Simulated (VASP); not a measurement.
# Ba2Hf2O (P-3m1) in VASP: relaxation of cell and atoms with PBE

Aim: the relaxation of cell and atoms of Ba2Hf2O with PBE.

All numbers are computed with VASP 6.6.1; they aren't measurements. Logs are shortened: lines on timing, memory, paths and dates and some standing lists are left out, and cuts for length are marked.

### Step 1. The cell of the first run

The structure is trigonal, space group P-3m1 (No. 164). The conventional cell has a = 3.539 Å, b = 3.539 Å, c = 12.372 Å, α = 90.00°, β = 90.00°, γ = 120.00°. Ba (site symmetry 3m) has 3 O at 2.64 Å and 6 Ba at 3.54 Å within 3.6 Å. Within 4.0 Å of Hf (site symmetry 3m) lie 9 Hf at 3.04 to 3.54 Å and 3 Ba at 3.96 Å. O (site symmetry -3m) has 6 Ba at 2.64 Å and 6 O at 3.54 Å within 3.6 Å.

The cell was generated, and may not be a known phase.

### Step 2. Relaxation of cell and atoms, PBE

Contents of INCAR:

```
SYSTEM = Ba2Hf2O
  ALGO = Fast
  EDIFF = 1E-6
  EDIFFG = -0.01
  ENCUT = 600
  GGA = PE
  IBRION = 2
  ISIF = 3
  ISMEAR = 0
  LASPH = .TRUE.
  LCHARG = .FALSE.
  LREAL = .FALSE.
  LWAVE = .FALSE.
  NELM = 80
  NSW = 100
  PREC = Accurate
  SIGMA = 0.1
```

Contents of KPOINTS:

```
k-points
0
G
  12 12 4
  0 0 0
```

Contents of POSCAR:

```
Ba2Hf2O
1.0
    3.5389540034      0.0000000000      0.0000000000
   -1.7694770017      3.0648240698      0.0000000000
    0.0000000000      0.0000000000     12.3720458852
Ba Hf O
2 2 1
Direct
    0.3333333333      0.6666666667      0.1351105933
    0.6666666667      0.3333333333      0.8648894067
    0.3333333333      0.6666666667      0.5910080450
    0.6666666667      0.3333333333      0.4089919550
    0.0000000000      0.0000000000      0.0000000000
```

Potentials or basis: VASP PAW PBE potentials, release 64 (Ba_sv, Hf_pv, O).

Run with:

```bash
$ cat potpaw_PBE.64/Ba_sv/POTCAR potpaw_PBE.64/Hf_pv/POTCAR potpaw_PBE.64/O/POTCAR > POTCAR
$ mpirun -np 1 vasp_std > vasp.out
```

OUTCAR:

```text
SYSTEM = Ba2Hf2O
   EDIFF = 1E-6
   EDIFFG = -0.01
   ENCUT = 600
   GGA = PE
   IBRION = 2
   ISIF = 3
   ISMEAR = 0
   LASPH = .TRUE.
   LREAL = .FALSE.
   NELM = 80
   NSW = 100
   PREC = Accurate

 ion  position               nearest neighbor table
   1  0.333  0.667  0.135-   5 2.64   5 2.64   5 2.64   2 3.92   2 3.92   2 3.92   4 3.96   4 3.96
                             4 3.96
   2  0.667  0.333  0.865-   5 2.64   5 2.64   5 2.64   1 3.92   1 3.92   1 3.92   3 3.96   3 3.96
                             3 3.96
   3  0.333  0.667  0.591-   4 3.04   4 3.04   4 3.04   2 3.96   2 3.96   2 3.96
   4  0.667  0.333  0.409-   3 3.04   3 3.04   3 3.04   1 3.96   1 3.96   1 3.96
   5  0.000  0.000  0.000-   1 2.64   2 2.64   2 2.64   1 2.64   2 2.64   1 2.64

  LATTYP: Found a hexagonal cell.
 ALAT       =     3.5389540034
 C/A-ratio  =     3.4959612002

  Lattice vectors:

 A1 = (   3.5389540034,   0.0000000000,   0.0000000000)
 A2 = (  -1.7694770017,   3.0648240698,   0.0000000000)
 A3 = (   0.0000000000,   0.0000000000,  12.3720458852)

Analysis of symmetry for initial positions (statically):
=====================================================================
 Subroutine PRICEL returns:
 Original cell was already a primitive cell.

 Routine SETGRP: Setting up the symmetry group for a
 hexagonal supercell.

 Subroutine GETGRP returns: Found 12 space group operations
 (whereof 12 operations were pure point group operations)
 out of a pool of 24 trial point group operations.

The static configuration has the point symmetry D_3d.

Analysis of symmetry for dynamics (positions and initial velocities):
=====================================================================
 Subroutine PRICEL returns:
 Original cell was already a primitive cell.

 Routine SETGRP: Setting up the symmetry group for a
 hexagonal supercell.

 Subroutine GETGRP returns: Found 12 space group operations
 (whereof 12 operations were pure point group operations)
 out of a pool of 24 trial point group operations.

The dynamic configuration has the point symmetry D_3d.

 Subroutine INISYM returns: Found 12 space group operations
 (whereof 12 operations are pure point group operations),
 and found     1 'primitive' translations

----------------------------------------------------------------------------------------

                                     Primitive cell

  volume of cell :     134.1906

  direct lattice vectors                    reciprocal lattice vectors
     3.538954003  0.000000000  0.000000000     0.282569369  0.163141501  0.000000000
    -1.769477002  3.064824070  0.000000000     0.000000000  0.326283003  0.000000000
     0.000000000  0.000000000 12.372045885     0.000000000  0.000000000  0.080827376

  length of vectors
     3.538954003  3.538954003 12.372045885     0.326283003  0.326283003  0.080827376

  position of ions in fractional coordinates (direct lattice)
     0.333333333  0.666666667  0.135110593
     0.666666667  0.333333333  0.864889407
     0.333333333  0.666666667  0.591008045
     0.666666667  0.333333333  0.408991955
     0.000000000  0.000000000  0.000000000

  ion indices of the primitive-cell ions
   primitive index   ion index
                 1           1
                 2           2
                 3           3
                 4           4
                 5           5

----------------------------------------------------------------------------------------

 KPOINTS: k-points

Automatic generation of k-mesh.
 Grid dimensions read from file:
 generate k-points for:   12   12    4

 Generating k-lattice:

  Cartesian coordinates                     Fractional coordinates (reciprocal lattice)
     0.023547447  0.013595125  0.000000000     0.083333333  0.000000000  0.000000000
     0.000000000  0.027190250  0.000000000     0.000000000  0.083333333  0.000000000
     0.000000000  0.000000000  0.020206844     0.000000000  0.000000000  0.250000000

  Length of vectors
     0.027190250  0.027190250  0.020206844

  Shift w.r.t. Gamma in fractional coordinates (k-lattice)
     0.000000000  0.000000000  0.000000000

 Subroutine IBZKPT returns following result:
 ===========================================

 Found     69 irreducible k-points:

 Following reciprocal coordinates:
            Coordinates               Weight
  0.000000  0.000000  0.000000      1.000000
  0.083333  0.000000  0.000000      6.000000
  0.166667  0.000000  0.000000      6.000000
  0.250000  0.000000  0.000000      6.000000
  0.333333  0.000000  0.000000      6.000000
  0.416667  0.000000  0.000000      6.000000
[... 16 lines left out ...]
  0.166667  0.000000  0.250000      6.000000
  0.000000  0.166667  0.250000      6.000000
 [... further k-points ...]
   k-points           NKPTS =     69   k-points in BZ     NKDIM =     69   number of bands    NBANDS=     27
   number of dos      NEDOS =    301   number of ions     NIONS =      5
   total plane-waves  NPLWV =  78400
   dimension x,y,z NGX =    28 NGY =   28 NGZ =  100
   dimension x,y,z NGXF=    56 NGYF=   56 NGZF=  200
   ions per type =               2   2   1
   NGX,Y,Z   is equivalent  to a cutoff of  13.15, 13.15, 13.44 a.u.
   NGXF,Y,Z  is equivalent  to a cutoff of  26.31, 26.31, 26.87 a.u.
 SYSTEM =  Ba2Hf2O
   PREC   = accura    normal or accurate (medium, high low for compatibility)
   ISTART =      0    job   : 0-new  1-cont  2-samecut
   ICHARG =      2    charge: 1-file 2-atom 10-const
   ISPIN  =      1    spin polarized calculation?
   LNONCOLLINEAR =      F non collinear calculations
   LSORBIT =      F    spin-orbit coupling
   LASPH  =      T    aspherical Exc in radial PAW
   ENCUT  =  600.0 eV  44.10 Ry    6.64 a.u.   7.07  7.07 24.71*2*pi/ulx,y,z
   NELM   =     80;   NELMIN=  2; NELMDL= -5     # of ELM steps
   EDIFF  = 0.1E-05   stopping-criterion for ELM
   LREAL  =      F    real-space projection
   EDIFFG = -.1E-01   stopping-criterion for IOM
   NSW    =    100    number of steps for IOM
   IBRION =      2    ionic relax: 0-MD 1-quasi-New 2-CG
   NFREE  =      1    steps in history (QN), initial steepest desc. (CG)
   ISIF   =      3    stress and relaxation
   ISYM   =      2    0-nonsym 1-usesym 2-fastsym
   POTIM  = 0.5000    time-step for ionic-motion
   TEBEG  =    0.0;   TEEND  =   0.0 temperature during run
   PSTRESS=    0.0 pullay stress
   NELECT =      46.0000    total number of electrons
   NUPDOWN=      -1.0000    fix difference up-down
   EMIN   =  10.00;   EMAX   =-10.00  energy-range for DOS
   EFERMI =   0.00;   METHOD = LEGACY
   ISMEAR =     0;   SIGMA  =   0.10  broadening in eV -4-tet -1-fermi 0-gaus
   EFERMI_NEDOS =   21; number of points for ismear=-14 and -15
   IALGO  =     68    algorithm
   IMIX   =      4    mixing-type and parameters
     AMIX     =   0.40;   BMIX     =  1.00
     AMIX_MAG =   1.60;   BMIX_MAG =  1.00
  volume/ion in A,a.u.               =      26.84       181.11
  Fermi-wavevector in a.u.,A,eV,Ry     =   1.145742  2.165138 17.860700  1.312724
  Thomas-Fermi vector in A             =   2.282429
   LORBIT       =      0    0 simple, 1 ext, 2 COOP (PROOUT), +10 PAW based schemes
   GGA     = PE    functional components
   LHFCALC =     F    Hartree Fock is set to
   AEXX    =    0.0000 exact exchange contribution
   IVDW    =     0    specifies the selected vdW correction
   LEPSILON=     F    determine dielectric tensor
   LRPA    =     F    only Hartree local field effects (RPA)
 conjugate gradient relaxation of ions
 non-spin polarized calculation
 RMM-DIIS sequential band-by-band and
 Gauss-broadening in eV      SIGMA  =   0.10
  energy-cutoff  :      600.00
  volume of cell :      134.19
 maximum number of plane-waves:      4515
   NGX = 15   NGY = 15   NGZ = 49

--------------------------------------- Ionic step        1  -------------------------------------------

 number of electron      46.0000000 magnetization

 Free energy of the ion-electron system (eV)
  ---------------------------------------------------
  ext. energy  EPLUGINS =         0.00000000
  ---------------------------------------------------
  free energy    TOTEN  =       -31.18118069 eV

  energy without entropy =      -31.16707468  energy(sigma->0) =      -31.17412768

------------------------ aborting loop because EDIFF is reached ----------------------------------------

  FORCE on cell =-STRESS in cart. coord.  units (eV):
  Direction    XX          YY          ZZ          XY          YZ          ZX
  --------------------------------------------------------------------------------------
  -------------------------------------------------------------------------------------
  Total        0.6678551      0.6678551      0.6138032     -0.0000000      0.0000000      0.0000000
  in kB        7.9739014      7.9739014      7.3285446     -0.0000000      0.0000000      0.0000000
  external PRESSURE =       7.7587825 kB  Pullay stress =       0.0000000 kB
[... 219 lines left out ...]
  energy  without entropy=      -31.1753244186  energy(sigma->0) =      -31.18270204

--------------------------------------- Ionic step        7  -------------------------------------------

 number of electron      45.9999998 magnetization

 Free energy of the ion-electron system (eV)
  ---------------------------------------------------
  ext. energy  EPLUGINS =         0.00000000
  ---------------------------------------------------
  free energy    TOTEN  =       -31.19010220 eV

  energy without entropy =      -31.17542225  energy(sigma->0) =      -31.18276223

 E-fermi :   3.8798     XC(G=0):  -9.8102

 val. band max:        3.8457915410   @ k =   0.4167   0.0000   0.2500
 cond. band min:       3.8957077596   @ k =   0.2500   0.0000   0.5000
 fundamental gap:      0.0499162186
 Fermi energy:         3.8797711184

 k-point     1 :       0.0000    0.0000    0.0000
  band No.  band energies     occupation
      1     -27.4936      2.00000
      2     -27.2022      2.00000
      3     -27.2022      2.00000
      4     -27.0695      2.00000
      5     -27.0695      2.00000
      6     -27.0524      2.00000
[... 709 lines left out ...]
     26       4.6733      0.00000
     27       5.1305      0.00000

 [... further k-points ...]
[... 5 lines left out ...]
  --------------------------------------------------------------------------------------
  -------------------------------------------------------------------------------------
  Total        0.0347797      0.0347797     -0.0090623      0.0000000      0.0000000     -0.0000000
  in kB        0.4097676      0.4097676     -0.1067704      0.0000000      0.0000000     -0.0000000
  external PRESSURE =       0.2375883 kB  Pullay stress =       0.0000000 kB
[... 20 lines left out ...]
  FREE ENERGIE OF THE ION-ELECTRON SYSTEM (eV)
  ---------------------------------------------------
  free  energy   TOTEN  =       -31.1901022017 eV

  energy  without entropy=      -31.1754222550  energy(sigma->0) =      -31.18276223

 reached required accuracy - stopping structural energy minimisation
```

Wall time 33 min (1 thread of Oxide Virtual Turin-like, shared host); peak memory 0.47 GiB.

Results:

```
Free energy                           : -31.1901 eV
Relaxed volume                        : 27.20 Å³/atom
Relaxed cell                          : a = 3.557 Å, b = 3.557 Å, c = 12.413 Å, α = 90.00°, β = 90.00°, γ = 120.00°
Space group after relaxing (to 0.1 Å) : P-3m1 (No. 164)
Energy gained by relaxing             : 1.8 meV/atom
Ionic steps                           : 7
Pressure after relaxing               : 0.0 GPa
Band gap on the k mesh                : zero (bands 23 and 24 overlap by 0.70 eV)
```

Forces in eV/Å, atoms in the order of the input:
```
Ba   0.000  0.000  0.001
Ba   0.000  0.000 -0.001
Hf   0.000  0.000  0.003
Hf   0.000  0.000 -0.003
O    0.000  0.000  0.000
```

Step by step:
```
step  energy change (eV)  largest force (eV/Å)  pressure (GPa)  volume (Å³)
   1              0.0000                0.1694            0.78       134.19
   2             -0.0072                0.1345           -0.31       136.73
   3             -0.0073                0.1389           -0.18       136.38
   4             -0.0088                0.0262           -0.04       136.24
   5             -0.0088                0.0265           -0.02       136.22
   6             -0.0089                0.0172           -0.01       136.13
   7             -0.0089                0.0027            0.02       135.99
```

Final structure:
```
Ba Hf O
1.0
     3.55676    0.00000    0.00000
    -1.77838    3.08024    0.00000
     0.00000    0.00000   12.41252
Ba Hf O
2 2 1
Direct
  0.33333 0.66667 0.13610
  0.66667 0.33333 0.86390
  0.33333 0.66667 0.58975
  0.66667 0.33333 0.41025
  0.00000 0.00000 0.00000
```

Caveat: spin-orbit coupling is left out, which moves the levels of the heavy elements.

The gap in the log of VASP goes by the Fermi energy; the results here count the filled bands.